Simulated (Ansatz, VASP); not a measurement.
## NaH in VASP and in Ansatz

```xyz
2
Lattice="0.0000 2.3902 2.3902 2.3902 0.0000 2.3902 2.3902 2.3902 0.0000" Properties=species:S:1:pos:R:3 pbc="T T T"
Na    0.0000    0.0000    0.0000
H     2.3902    2.3902    2.3902
```

Change from the starting cell: volume scaled by 0.94, crystal datasets.

Alike in both runs: task electric field gradients; functional PBEsol; k mesh 9 × 9 × 9; occupations fermi-dirac, width 0.03 eV; no spin polarisation.

|  | VASP | Ansatz |
| --- | --- | --- |
| version | VASP 6.6.1 | Ansatz 0.2.0 |
| potentials or method | VASP PAW PBE potentials, release 64 (Na_pv, H), cutoff 400 eV | all-electron PAW with datasets made for the crystal, scalar-relativistic |

Ansatz gave:

```
gap on the k mesh at the Fermi level (eV) : 3.93
pressure (GPa)                            : 0.2
```

Q: What did VASP give for the same quantities?

A: gap on the k mesh at the Fermi level (eV): 3.93; pressure (GPa): -0.3.

VASP's potentials were made for PBE, not for PBEsol. Ansatz ran all-electron here, and VASP with PAW potentials.
